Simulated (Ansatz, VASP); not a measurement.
**One calculation of Si, two programs**

Contents of INCAR:

```
SYSTEM = Si
PREC = Accurate
ENCUT = 520
EDIFF = 1E-8
ISMEAR = -1
SIGMA = 0.02
LREAL = .False.
LASPH = .True.
NELM = 60
ALGO = Normal
ISIF = 2
LWAVE = .False.
LCHARG = .False.
GGA = PE
LEFG = .True.
NBANDS = 11
```

KPOINTS

```
regular mesh
0
Gamma
  10 10 10
  0 0 0
```

File POSCAR:

```
Si
1.0
    0.0000000000      2.7218511865      2.7218511865
    2.7218511865      0.0000000000      2.7218511865
    2.7218511865      2.7218511865      0.0000000000
Si
2
Direct
    0.7500000000      0.7500000000      0.7500000000
    0.5000000000      0.5000000000      0.5000000000
```

Input for Ansatz:

```yaml
crystal:
  lattice:
    - [0.0, 2.7218511865, 2.7218511865]
    - [2.7218511865, 0.0, 2.7218511865]
    - [2.7218511865, 2.7218511865, 0.0]
  atoms:
    - { symbol: Si, position: [0.75, 0.75, 0.75] }
    - { symbol: Si, position: [0.5, 0.5, 0.5] }
kpoints:
  mp_grid: { grid: [10, 10, 10] }
  band_path:
    path:
      - [0.0, 0.0, 0.0]
      - [0.5, 0.0, 0.5]
      - [0.625, 0.25, 0.625]
      - [0.375, 0.375, 0.75]
      - [0.0, 0.0, 0.0]
      - [0.5, 0.5, 0.5]
      - [0.5, 0.25, 0.75]
      - [0.5, 0.0, 0.5]
    npoints: 5
scf:
  occupations: { method: fermi_dirac, width: 0.02 }
hamiltonian:
  xc: pbe
  pseudopotentials: { kind: paw }
output:
  forces: true
  stress: true
  eigenvalues: true
  efg: { contact_densities: true }
```

Alike in both runs: task electric field gradients; functional PBE; k mesh 10 × 10 × 10; occupations fermi-dirac, width 0.02 eV; no spin polarisation.

```csv
,VASP,Ansatz
version,VASP 6.6.1,Ansatz 0.2.0
potentials or method,"VASP PAW PBE potentials, release 64 (Si)","PAW with Ansatz's default frozen-core files, scalar-relativistic"
plane-wave cutoff (eV),520,420
valence electrons in the cell,8,8
```

```csv
,VASP,Ansatz,Ansatz less VASP
pressure (GPa),1.3,1.3,+0.08
```
